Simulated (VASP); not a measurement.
# GaN (Fm-3m) in VASP: a series of runs, part 2 of 2

VASP 6.6.1. Earlier steps stand in the parts before.

## Step 3: Single point, PBEsol (volume scaled by 0.99)

Input file INCAR:

```
SYSTEM = GaN
PREC = Accurate
ENCUT = 520
EDIFF = 1E-7
ISMEAR = -1
SIGMA = 0.02
LREAL = .FALSE.
LASPH = .TRUE.
NELM = 60
ALGO = Normal
ISIF = 2
LWAVE = .FALSE.
LCHARG = .FALSE.
GGA = PS
NBANDS = 16
```

Input file KPOINTS:

```
regular mesh
0
G
  13 13 13
  0 0 0
```

Input file POSCAR:

```
GaN
1.0
    0.0000000000      1.9858360706      1.9858360706
    1.9858360706      0.0000000000      1.9858360706
    1.9858360706      1.9858360706      0.0000000000
Ga N
1 1
Direct
    0.5000000000      0.5000000000      0.5000000000
    0.0000000000      0.0000000000      0.0000000000
```

Potentials or basis: VASP PAW PBE potentials, release 64 (Ga_d, N).

Run with:

```
$ cat potpaw_PBE.64/Ga_d/POTCAR potpaw_PBE.64/N/POTCAR > POTCAR
$ mpirun -np 1 vasp_std > vasp.out
```

OUTCAR:

```text
SYSTEM = GaN
   PREC = Accurate
   ENCUT = 520
   EDIFF = 1E-7
   ISMEAR = -1
   LREAL = .FALSE.
   LASPH = .TRUE.
   NELM = 60
   ISIF = 2
   GGA = PS

 ion  position               nearest neighbor table
   1  0.500  0.500  0.500-   2 1.99   2 1.99   2 1.99   2 1.99   2 1.99   2 1.99
   2  0.000  0.000  0.000-   1 1.99   1 1.99   1 1.99   1 1.99   1 1.99   1 1.99

  LATTYP: Found a face centered cubic cell.
 ALAT       =     3.9716721412

  Lattice vectors:

 A1 = (   0.0000000000,   1.9858360706,   1.9858360706)
 A2 = (   1.9858360706,   0.0000000000,   1.9858360706)
 A3 = (   1.9858360706,   1.9858360706,   0.0000000000)

Analysis of symmetry for initial positions (statically):
=====================================================================
 Subroutine PRICEL returns:
 Original cell was already a primitive cell.

 Routine SETGRP: Setting up the symmetry group for a
 face centered cubic supercell.

 Subroutine GETGRP returns: Found 48 space group operations
 (whereof 48 operations were pure point group operations)
 out of a pool of 48 trial point group operations.

The static configuration has the point symmetry O_h .

Analysis of symmetry for dynamics (positions and initial velocities):
=====================================================================
 Subroutine PRICEL returns:
 Original cell was already a primitive cell.

 Routine SETGRP: Setting up the symmetry group for a
 face centered cubic supercell.

 Subroutine GETGRP returns: Found 48 space group operations
 (whereof 48 operations were pure point group operations)
 out of a pool of 48 trial point group operations.

The dynamic configuration has the point symmetry O_h .

 Subroutine INISYM returns: Found 48 space group operations
 (whereof 48 operations are pure point group operations),
 and found     1 'primitive' translations

[... 105 lines left out ...]
   NELECT =      18.0000    total number of electrons
   NUPDOWN=      -1.0000    fix difference up-down
   EMIN   =  10.00;   EMAX   =-10.00  energy-range for DOS
   EFERMI =   0.00;   METHOD = LEGACY
   ISMEAR =    -1;   SIGMA  =   0.02  broadening in eV -4-tet -1-fermi 0-gaus
   EFERMI_NEDOS =   21; number of points for ismear=-14 and -15
   IALGO  =     38    algorithm
   IMIX   =      4    mixing-type and parameters
     AMIX     =   0.40;   BMIX     =  1.00
     AMIX_MAG =   1.60;   BMIX_MAG =  1.00
  volume/ion in A,a.u.               =       7.83        52.85
  Fermi-wavevector in a.u.,A,eV,Ry     =   1.714795  3.240493 40.008241  2.940523
  Thomas-Fermi vector in A             =   2.792287
   LORBIT       =      0    0 simple, 1 ext, 2 COOP (PROOUT), +10 PAW based schemes
   GGA     = PS    functional components
   LHFCALC =     F    Hartree Fock is set to
   AEXX    =    0.0000 exact exchange contribution
   IVDW    =     0    specifies the selected vdW correction
   LEPSILON=     F    determine dielectric tensor
   LRPA    =     F    only Hartree local field effects (RPA)
 non-spin polarized calculation
  energy-cutoff  :      520.00
  volume of cell :       15.66
 maximum number of plane-waves:       440
 NGX is ok and might be reduce to    24
   NGX = 11   NGY = 11   NGZ = 11

 number of electron      17.9999997 magnetization

 Free energy of the ion-electron system (eV)
  ---------------------------------------------------
  ext. energy  EPLUGINS =         0.00000000
  ---------------------------------------------------
  free energy    TOTEN  =       -11.72058220 eV

  energy without entropy =      -11.72058220  energy(sigma->0) =      -11.72058220

 E-fermi :  10.7927     XC(G=0): -14.3906

 val. band max:       10.3382315394   @ k =  -0.2308   0.1538   0.0000
 cond. band min:      12.2276730921   @ k =   0.4615   0.4615   0.0000
 fundamental gap:      1.8894415527
 Fermi energy:        10.7927035281

 k-point     1 :       0.0000    0.0000    0.0000
  band No.  band energies     occupation
      1      -9.0619      2.00000
      2      -3.6282      2.00000
      3      -3.6282      2.00000
      4      -3.6282      2.00000
      5      -3.4700      2.00000
      6      -3.4700      2.00000
[... 433 lines left out ...]
      3      -3.7768      2.00000
      4      -3.6657      2.00000
      5      -3.2322      2.00000
      6      -2.9463      2.00000
[... 8 lines left out ...]
     15      33.2484      0.00000
     16      36.6496      0.00000

 [... further k-points ...]
[... 5 lines left out ...]
  --------------------------------------------------------------------------------------
  -------------------------------------------------------------------------------------
  Total        6.2894755      6.2894755      6.2894755      0.0000000      0.0000000      0.0000000
  in kB      643.3759651    643.3759651    643.3759651      0.0000000      0.0000000      0.0000000
  external PRESSURE =     643.3759651 kB  Pullay stress =       0.0000000 kB

 VOLUME and BASIS-vectors are now :
 -----------------------------------------------------------------------------
  energy-cutoff  :      520.00
  volume of cell :       15.66
      direct lattice vectors                 reciprocal lattice vectors
     0.000000000  1.985836071  1.985836071    -0.251783119  0.251783119  0.251783119
     1.985836071  0.000000000  1.985836071     0.251783119 -0.251783119  0.251783119
     1.985836071  1.985836071  0.000000000     0.251783119  0.251783119 -0.251783119

 POSITION                                       TOTAL-FORCE (eV/Angst)
 -----------------------------------------------------------------------------------
      1.98584      1.98584      1.98584        -0.000000     -0.000000      0.000000
      0.00000      0.00000      0.00000         0.000000      0.000000      0.000000
 -----------------------------------------------------------------------------------
    total drift:                                0.000000     -0.000000      0.000000

  FREE ENERGIE OF THE ION-ELECTRON SYSTEM (eV)
  ---------------------------------------------------
  free  energy   TOTEN  =       -11.7205822006 eV

  energy  without entropy=      -11.7205822006  energy(sigma->0) =      -11.72058220
```

OSZICAR:

```text
N       E                     dE             d eps       ncg     rms          rms(c)
DAV:   1     0.717646064611E+02    0.71765E+02   -0.88791E+03  2976   0.224E+03
DAV:   2    -0.968122681449E+01   -0.81446E+02   -0.74710E+02  3144   0.323E+02
DAV:   3    -0.136040932427E+02   -0.39229E+01   -0.39085E+01  3008   0.610E+01
DAV:   4    -0.136368308182E+02   -0.32738E-01   -0.32735E-01  3424   0.560E+00
DAV:   5    -0.136371202786E+02   -0.28946E-03   -0.28946E-03  3176   0.507E-01    0.756E+00
DAV:   6    -0.117849235328E+02    0.18522E+01   -0.35450E+00  4008   0.476E+01    0.253E+00
DAV:   7    -0.117456519356E+02    0.39272E-01   -0.28980E-01  3096   0.511E+00    0.163E+00
DAV:   8    -0.117222164467E+02    0.23435E-01   -0.22839E-02  3696   0.262E+00    0.353E-01
DAV:   9    -0.117206444769E+02    0.15720E-02   -0.53070E-03  3552   0.240E+00    0.744E-02
DAV:  10    -0.117205824230E+02    0.62054E-04   -0.32145E-04  3064   0.226E-01    0.228E-02
DAV:  11    -0.117205817937E+02    0.62929E-06   -0.39521E-05  3528   0.907E-02    0.172E-02
DAV:  12    -0.117205822027E+02   -0.40898E-06   -0.12936E-06  3024   0.117E-02    0.504E-03
DAV:  13    -0.117205822006E+02    0.20596E-08   -0.31496E-08  2304   0.270E-03
   1 F= -.11720582E+02 E0= -.11720582E+02  d E =-.157091E-11
```

Wall time 36 s (1 thread of Intel Xeon 6975P-C, shared host); peak memory 0.15 GiB.

What came out:

```
Free energy            : -11.7206 eV
Pressure               : 64.3 GPa
Band gap on the k mesh : 1.89 eV, indirect (least direct gap 5.37 eV)
```

Levels at points of the mesh, in eV from the valence-band top:
```tsv
k point	band 6	band 7	band 8	band 9	band 10	band 11	band 12	band 13
(0.00, 0.00, 0.00)	-13.81	-0.78	-0.78	-0.78	4.59	15.76	15.76	15.76
```

Caveat: the PAW data sets were made with another functional, which shifts forces and pressure a little.
